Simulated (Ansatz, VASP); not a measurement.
# Be in VASP and in Ansatz

The input INCAR:

```
SYSTEM = Be
PREC = Accurate
ENCUT = 520
EDIFF = 1E-6
ISMEAR = -1
SIGMA = 0.1
LREAL = .False.
LASPH = .True.
NELM = 60
ALGO = Normal
ISIF = 2
LWAVE = .False.
LCHARG = .False.
GGA = PE
NBANDS = 7
```

Contents of KPOINTS:

```
Automatic mesh
0
Gamma
  16 16 16
  0 0 0
```

POSCAR

```
Be
1.0
    2.1728641133      0.0000000000      0.0000000000
    0.0000000000      2.1728641133      0.0000000000
    0.0000000000      0.0000000000      2.1728641133
Be
1
Direct
    0.0000000000      0.0000000000      0.0000000000
```

Input for Ansatz:

```yaml
crystal:
  lattice:
    - [2.1728641133, 0.0, 0.0]
    - [0.0, 2.1728641133, 0.0]
    - [0.0, 0.0, 2.1728641133]
  atoms:
    - { symbol: Be, position: [0.0, 0.0, 0.0] }
hamiltonian:
  xc: pbe
  pseudopotentials:
    kind: paw
    azcp:
      Be: "pseudopotentials/Be.paw.azcp"
basis:
  ecutwfc: 420
  fft_grid_basis: typed
kpoints:
  mp_grid: { grid: [16, 16, 16], shift: [0, 0, 0] }
magnetization:
  spin_polarized: false
scf:
  occupations: { method: fermi_dirac, width: 0.1 }
  lower_state_search: "off"
output:
  stress: true
  write_density: true
  write_potential: true
  elf: true
  volumetric_format: npy
```

Alike in both runs: task single point; functional PBE; k mesh 16 × 16 × 16; occupations fermi-dirac, width 0.1 eV; no spin polarisation.

|  | VASP | Ansatz |
| --- | --- | --- |
| version | VASP 6.6.1 | Ansatz 0.2.0 |
| potentials or method | VASP PAW PBE potentials, release 64 (Be), cutoff 520 eV | plane waves (420 eV) with PAW, scalar-relativistic |
| valence electrons in the cell | 2 | 2 |

|  | VASP | Ansatz | Ansatz less VASP |
| --- | --- | --- | --- |
| pressure (GPa) | 0.2 | 0.2 | -0.06 |
